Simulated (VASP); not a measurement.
# MgB3 (P6/mmm) in VASP: notebook

Runs on MgB3. Level: PBE. Tasks: single point, relaxation of cell and atoms.

Everything below comes from runs of VASP 6.6.1. Logs are shortened: lines on timing, memory, paths and dates and some standing lists are left out, and cuts for length are marked.

**1. The cell of the first run**

It takes space group P6/mmm (No. 191, hexagonal). Conventional cell: a = 3.676 Å, b = 3.676 Å, c = 4.730 Å, α = 90.00°, β = 90.00°, γ = 120.00°. Within 2.8 Å of Mg (site symmetry 6/mmm) lie 8 B at 2.12 to 2.36 Å. Within 3.1 Å of B (site symmetry 6/mmm) lie 2 Mg at 2.36 Å. Within 2.8 Å of B (site symmetry -6m2) lie 3 Mg at 2.12 Å and 3 B at 2.12 Å.

**2. Single point, PBE**

File INCAR:

```
PREC = Accurate ; ENCUT = 600
EDIFF = 1E-6 ; ISMEAR = 0
SIGMA = 0.1 ; LREAL = F
LASPH = T ; NELM = 120
ALGO = Normal ; ISIF = 2
LWAVE = F ; LCHARG = F
GGA = PE ; NBANDS = 14
GGA_COMPAT = F
```

File KPOINTS:

```
Automatic mesh
0
Gamma
  12 12 10
```

File POSCAR:

```
MgB3
1.0
    3.6758115390      0.0000000000      0.0000000000
   -1.8379057695      3.1833461723      0.0000000000
    0.0000000000      0.0000000000      4.7298420823
Mg B
1 3
Direct
    0.0000000000      0.0000000000      0.0000000000
    0.0000000000      0.0000000000      0.5000000000
    0.3333333333      0.6666666667      0.0000000000
    0.6666666667      0.3333333333      0.0000000000
```

Potentials or basis: VASP PAW PBE potentials, release 64 (Mg, B).

Command:

```bash
$ cat potpaw_PBE.64/Mg/POTCAR potpaw_PBE.64/B/POTCAR > POTCAR
$ mpirun -np 1 vasp_std > vasp.out
```

OUTCAR:

```text
PREC = Accurate
   ENCUT = 600
   EDIFF = 1E-6
   ISMEAR = 0
   LREAL = F
   LASPH = T
   NELM = 120
   ISIF = 2
   GGA = PE

 ion  position               nearest neighbor table
   1  0.000  0.000  0.000-   3 2.12   4 2.12   4 2.12   3 2.12   4 2.12   3 2.12   2 2.36   2 2.36

   2  0.000  0.000  0.500-   1 2.36   1 2.36
   3  0.333  0.667  0.000-   1 2.12   4 2.12   4 2.12   1 2.12   1 2.12   4 2.12
   4  0.667  0.333  0.000-   3 2.12   1 2.12   3 2.12   1 2.12   1 2.12   3 2.12

  LATTYP: Found a hexagonal cell.
 ALAT       =     3.6758115390
 C/A-ratio  =     1.2867477106

  Lattice vectors:

 A1 = (   3.6758115390,   0.0000000000,   0.0000000000)
 A2 = (  -1.8379057695,   3.1833461723,   0.0000000000)
 A3 = (   0.0000000000,   0.0000000000,   4.7298420823)

Analysis of symmetry for initial positions (statically):
=====================================================================
 Subroutine PRICEL returns:
 Original cell was already a primitive cell.

 Routine SETGRP: Setting up the symmetry group for a
 hexagonal supercell.

 Subroutine GETGRP returns: Found 24 space group operations
 (whereof 24 operations were pure point group operations)
 out of a pool of 24 trial point group operations.

The static configuration has the point symmetry D_6h.

Analysis of symmetry for dynamics (positions and initial velocities):
=====================================================================
 Subroutine PRICEL returns:
 Original cell was already a primitive cell.

 Routine SETGRP: Setting up the symmetry group for a
 hexagonal supercell.

 Subroutine GETGRP returns: Found 24 space group operations
 (whereof 24 operations were pure point group operations)
 out of a pool of 24 trial point group operations.

The dynamic configuration has the point symmetry D_6h.

 Subroutine INISYM returns: Found 24 space group operations
 (whereof 24 operations are pure point group operations),
 and found     1 'primitive' translations

----------------------------------------------------------------------------------------

                                     Primitive cell

  volume of cell :      55.3457

  direct lattice vectors                    reciprocal lattice vectors
     3.675811539  0.000000000  0.000000000     0.272048768  0.157067429  0.000000000
    -1.837905770  3.183346172  0.000000000     0.000000000  0.314134859  0.000000000
     0.000000000  0.000000000  4.729842082     0.000000000  0.000000000  0.211423549

  length of vectors
     3.675811539  3.675811539  4.729842082     0.314134859  0.314134859  0.211423549

  position of ions in fractional coordinates (direct lattice)
     0.000000000  0.000000000  0.000000000
     0.000000000  0.000000000  0.500000000
     0.333333333  0.666666667  0.000000000
     0.666666667  0.333333333  0.000000000

  ion indices of the primitive-cell ions
   primitive index   ion index
                 1           1
                 2           2
                 3           3
                 4           4

----------------------------------------------------------------------------------------

 KPOINTS: Automatic mesh

Automatic generation of k-mesh.
 Grid dimensions read from file:
 generate k-points for:   12   12   10

 Generating k-lattice:

  Cartesian coordinates                     Fractional coordinates (reciprocal lattice)
     0.022670731  0.013088952  0.000000000     0.083333333  0.000000000  0.000000000
     0.000000000  0.026177905  0.000000000     0.000000000  0.083333333  0.000000000
     0.000000000  0.000000000  0.021142355     0.000000000  0.000000000  0.100000000

  Length of vectors
     0.026177905  0.026177905  0.021142355

  Shift w.r.t. Gamma in fractional coordinates (k-lattice)
     0.000000000  0.000000000  0.000000000

 Subroutine IBZKPT returns following result:
 ===========================================

 Found    114 irreducible k-points:

 Following reciprocal coordinates:
            Coordinates               Weight
  0.000000  0.000000  0.000000      1.000000
  0.083333 -0.000000  0.000000      6.000000
  0.166667 -0.000000  0.000000      6.000000
  0.250000 -0.000000  0.000000      6.000000
  0.333333  0.000000  0.000000      6.000000
  0.416667 -0.000000  0.000000      6.000000
[... 16 lines left out ...]
  0.250000 -0.000000  0.100000     12.000000
  0.333333  0.000000  0.100000     12.000000
 [... further k-points ...]
   k-points           NKPTS =    114   k-points in BZ     NKDIM =    114   number of bands    NBANDS=     14
   number of dos      NEDOS =    301   number of ions     NIONS =      4
   total plane-waves  NPLWV =  36000
   dimension x,y,z NGX =    30 NGY =   30 NGZ =   40
   dimension x,y,z NGXF=    60 NGYF=   60 NGZF=   80
   ions per type =               1   3
   NGX,Y,Z   is equivalent  to a cutoff of  13.57, 13.57, 14.06 a.u.
   NGXF,Y,Z  is equivalent  to a cutoff of  27.14, 27.14, 28.12 a.u.
 SYSTEM =  unknown system
   PREC   = accura    normal or accurate (medium, high low for compatibility)
   ISTART =      0    job   : 0-new  1-cont  2-samecut
   ICHARG =      2    charge: 1-file 2-atom 10-const
   ISPIN  =      1    spin polarized calculation?
   LNONCOLLINEAR =      F non collinear calculations
   LSORBIT =      F    spin-orbit coupling
   LASPH  =      T    aspherical Exc in radial PAW
   ENCUT  =  600.0 eV  44.10 Ry    6.64 a.u.   7.34  7.34  9.45*2*pi/ulx,y,z
   NELM   =    120;   NELMIN=  2; NELMDL= -5     # of ELM steps
   EDIFF  = 0.1E-05   stopping-criterion for ELM
   LREAL  =      F    real-space projection
   EDIFFG = 0.1E-04   stopping-criterion for IOM
   NSW    =      0    number of steps for IOM
   IBRION =     -1    ionic relax: 0-MD 1-quasi-New 2-CG
   NFREE  =      0    steps in history (QN), initial steepest desc. (CG)
   ISIF   =      2    stress and relaxation
   ISYM   =      2    0-nonsym 1-usesym 2-fastsym
   POTIM  = 0.5000    time-step for ionic-motion
   TEBEG  =    0.0;   TEEND  =   0.0 temperature during run
   PSTRESS=    0.0 pullay stress
   NELECT =      11.0000    total number of electrons
   NUPDOWN=      -1.0000    fix difference up-down
   EMIN   =  10.00;   EMAX   =-10.00  energy-range for DOS
   EFERMI =   0.00;   METHOD = LEGACY
   ISMEAR =     0;   SIGMA  =   0.10  broadening in eV -4-tet -1-fermi 0-gaus
   EFERMI_NEDOS =   21; number of points for ismear=-14 and -15
   IALGO  =     38    algorithm
   IMIX   =      4    mixing-type and parameters
     AMIX     =   0.40;   BMIX     =  1.00
     AMIX_MAG =   1.60;   BMIX_MAG =  1.00
  volume/ion in A,a.u.               =      13.84        93.37
  Fermi-wavevector in a.u.,A,eV,Ry     =   0.955384  1.805413 12.418826  0.912758
  Thomas-Fermi vector in A             =   2.084216
   LORBIT       =      0    0 simple, 1 ext, 2 COOP (PROOUT), +10 PAW based schemes
   GGA     = PE    functional components
   LHFCALC =     F    Hartree Fock is set to
   AEXX    =    0.0000 exact exchange contribution
   IVDW    =     0    specifies the selected vdW correction
   LEPSILON=     F    determine dielectric tensor
   LRPA    =     F    only Hartree local field effects (RPA)
 non-spin polarized calculation
 Gauss-broadening in eV      SIGMA  =   0.10
  energy-cutoff  :      600.00
  volume of cell :       55.35
 maximum number of plane-waves:      1890
 NGX is ok and might be reduce to    30
   NGX = 15   NGY = 15   NGZ = 19

 number of electron      11.0000000 magnetization

 Free energy of the ion-electron system (eV)
  ---------------------------------------------------
  ext. energy  EPLUGINS =         0.00000000
  ---------------------------------------------------
  free energy    TOTEN  =       -13.42313820 eV

  energy without entropy =      -13.41533479  energy(sigma->0) =      -13.41923649

 E-fermi :   2.6493     XC(G=0):  -9.3538

 val. band max:        2.6455965666   @ k =   0.0833  -0.0000   0.5000
 cond. band min:       2.6618203575   @ k =   0.3333   0.2500   0.0000
 fundamental gap:      0.0162237909
 Fermi energy:         2.6492782483

 k-point     1 :       0.0000    0.0000    0.0000
  band No.  band energies     occupation
      1      -8.6898      2.00000
      2      -2.5404      2.00000
      3      -1.4572      2.00000
      4       0.3994      2.00000
      5       0.3994      2.00000
      6       3.8142      0.00000
      7       3.8142      0.00000
      8       4.4165      0.00000
      9       5.7509      0.00000
     10       6.6828      0.00000
     11       6.6828      0.00000
     12       7.9029      0.00000
     13      10.3148      0.00000
     14      14.4312      0.00000

 k-point     2 :       0.0833   -0.0000    0.0000
  band No.  band energies     occupation
      1      -8.6052      2.00000
      2      -2.5043      2.00000
      3      -1.3693      2.00000
      4      -0.0673      2.00000
      5       0.2396      2.00000
      6       3.7577      0.00000
      7       4.0320      0.00000
      8       4.7815      0.00000
      9       5.6303      0.00000
     10       6.5863      0.00000
     11       6.7154      0.00000
     12       7.6802      0.00000
     13      10.6107      0.00000
     14      13.9519      0.00000

 k-point     3 :       0.1667   -0.0000    0.0000
  band No.  band energies     occupation
      1      -8.3526      2.00000
      2      -2.4317      2.00000
      3      -1.1063      2.00000
      4      -1.0392      2.00000
      5      -0.1181      2.00000
      6       3.4975      0.00000
      7       4.4872      0.00000
      8       5.2646      0.00000
      9       5.3147      0.00000
     10       6.6950      0.00000
     11       6.8995      0.00000
     12       7.0953      0.00000
     13      11.3448      0.00000
     14      13.1891      0.00000
[... 324 lines left out ...]
 k-point    23 :       0.2500   -0.0000    0.1000
  band No.  band energies     occupation
      1      -7.9096      2.00000
      2      -2.7805      2.00000
      3      -1.9959      2.00000
      4      -0.4877      2.00000
      5      -0.2997      2.00000
      6       3.2113      0.00000
      7       4.2671      0.00000
      8       4.8019      0.00000
      9       5.3460      0.00000
     10       6.3920      0.00000
     11       7.3577      0.00000
     12       7.6969      0.00000
     13      12.1891      0.00000
     14      12.7269      0.00000

 k-point    24 :       0.3333    0.0000    0.1000
  band No.  band energies     occupation
      1      -7.3370      2.00000
      2      -3.6318      2.00000
      3      -1.9949      2.00000
      4      -0.7949      2.00000
      5       0.1543      2.00000
      6       2.8104      0.02269
      7       3.5935      0.00000
      8       4.8435      0.00000
      9       4.8752      0.00000
     10       5.9079      0.00000
     11       8.2308      0.00000
     12       8.9486      0.00000
     13      12.2541      0.00000
     14      12.4720      0.00000

 [... further k-points ...]
[... 5 lines left out ...]
  --------------------------------------------------------------------------------------
  -------------------------------------------------------------------------------------
  Total        0.0906430      0.0906430      0.0001723     -0.0000000     -0.0000000      0.0000000
  in kB        2.6239848      2.6239848      0.0049870     -0.0000000     -0.0000000      0.0000000
  external PRESSURE =       1.7509855 kB  Pullay stress =       0.0000000 kB

 VOLUME and BASIS-vectors are now :
 -----------------------------------------------------------------------------
  energy-cutoff  :      600.00
  volume of cell :       55.35
      direct lattice vectors                 reciprocal lattice vectors
     3.675811539  0.000000000  0.000000000     0.272048768  0.157067429  0.000000000
    -1.837905770  3.183346172  0.000000000     0.000000000  0.314134859  0.000000000
     0.000000000  0.000000000  4.729842082     0.000000000  0.000000000  0.211423549

 POSITION                                       TOTAL-FORCE (eV/Angst)
 -----------------------------------------------------------------------------------
      0.00000      0.00000      0.00000        -0.000000      0.000000      0.000000
      0.00000      0.00000      2.36492        -0.000000      0.000000      0.000000
     -0.00000      2.12223      0.00000        -0.000000     -0.000000      0.000000
      1.83791      1.06112      0.00000         0.000000      0.000000      0.000000
 -----------------------------------------------------------------------------------
    total drift:                               -0.000000      0.000000      0.000000

  FREE ENERGIE OF THE ION-ELECTRON SYSTEM (eV)
  ---------------------------------------------------
  free  energy   TOTEN  =       -13.4231381985 eV

  energy  without entropy=      -13.4153347857  energy(sigma->0) =      -13.41923649
```

It took 50 s on 1 thread of Intel Xeon Platinum 8559C (Emerald Rapids), shared host; peak memory 0.25 GiB.

What came out:

* Free energy: -13.4231 eV
* Pressure: 0.2 GPa

Levels at points of the mesh, in eV from the Fermi level:
| k point | band 3 | band 4 | band 5 | band 6 | band 7 | band 8 |
| --- | --- | --- | --- | --- | --- | --- |
| (0.00, 0.00, 0.00) | -4.11 | -2.25 | -2.25 | 1.16 | 1.16 | 1.77 |
| (0.50, 0.00, 0.00) | -4.18 | -3.72 | -1.23 | -0.85 | 0.02 | 1.33 |
| (0.00, 0.00, 0.50) | -2.22 | -2.22 | 0.09 | 0.37 | 1.86 | 2.21 |
| (0.50, 0.00, 0.50) | -5.44 | -3.57 | -2.93 | -0.50 | 1.51 | 1.90 |

**3. Relaxation of cell and atoms, PBE**

This run uses another cell than the first one, of 13.80 Å³/atom, 0.997 times its volume.

File INCAR:

```
ALGO = Normal
EDIFF = 1E-7
EDIFFG = -0.01
ENCUT = 600
GGA = PE
GGA_COMPAT = F
IBRION = 2
ISIF = 3
ISMEAR = 0
LASPH = T
LCHARG = F
LREAL = F
LWAVE = F
NELM = 120
NELMIN = 4
NSW = 100
PREC = Accurate
SIGMA = 0.1
```

File KPOINTS:

```
k-points
0
Gamma
  12 12 10
```

File POSCAR:

```
MgB3
1.0
    3.6786428926      0.0000000000      0.0000000000
   -1.8393214463      3.1857981964      0.0000000000
    0.0000000000      0.0000000000      4.7099880629
Mg B
1 3
Direct
    0.0000000000      0.0000000000      0.0000000000
    0.0000000000      0.0000000000      0.5000000000
    0.3333333333      0.6666666667      0.0000000000
    0.6666666667      0.3333333333      0.0000000000
```

Potentials or basis: VASP PAW PBE potentials, release 64 (Mg, B).

Command:

```bash
$ cat potpaw_PBE.64/Mg/POTCAR potpaw_PBE.64/B/POTCAR > POTCAR
$ mpirun -np 1 vasp_std > vasp.out
```

Wall time 94 s (1 thread of Intel Xeon Platinum 8559C (Emerald Rapids), shared host); peak memory 0.24 GiB.

Results (log left out):

```
Free energy                            : -13.4232 eV
Relaxed volume                         : 13.86 Å³/atom
Relaxed cell                           : a = 3.680 Å, b = 3.680 Å, c = 4.729 Å, α = 90.00°, β = 90.00°, γ = 120.00°
Space group after relaxing (to 0.05 Å) : P6/mmm (No. 191)
Energy gained by relaxing              : 0.1 meV/atom
Ionic steps                            : 4
Pressure after relaxing                : 0.0 GPa
```

Step by step:
```tsv
step	energy change (eV)	largest force (eV/Å)	pressure (GPa)	volume (Å³)
1	0.0000	0.0000	0.24	55.20
2	-0.0002	0.0000	0.05	55.36
3	-0.0003	0.0000	-0.08	55.47
4	-0.0003	0.0000	-0.02	55.46
```

Final structure:
```xyz
4
Lattice="3.6800 0.0000 0.0000 -1.8400 3.1870 0.0000 0.0000 0.0000 4.7286" Properties=species:S:1:pos:R:3 pbc="T T T"
Mg    3.6800    0.0000    4.7286
B     3.6800    0.0000    2.3643
B     0.0000    2.1247    0.0000
B     1.8400    1.0623    4.7286
```

Levels at points of the mesh, in eV from the Fermi level:
```tsv
k point	band 3	band 4	band 5	band 6	band 7	band 8
(0.00, 0.00, 0.00)	-4.09	-2.24	-2.24	1.15	1.15	1.74
(0.50, 0.00, 0.00)	-4.18	-3.71	-1.23	-0.84	0.03	1.31
(0.00, 0.00, 0.50)	-2.21	-2.21	0.10	0.37	1.83	2.20
(0.50, 0.00, 0.50)	-5.44	-3.57	-2.92	-0.51	1.50	1.89
```
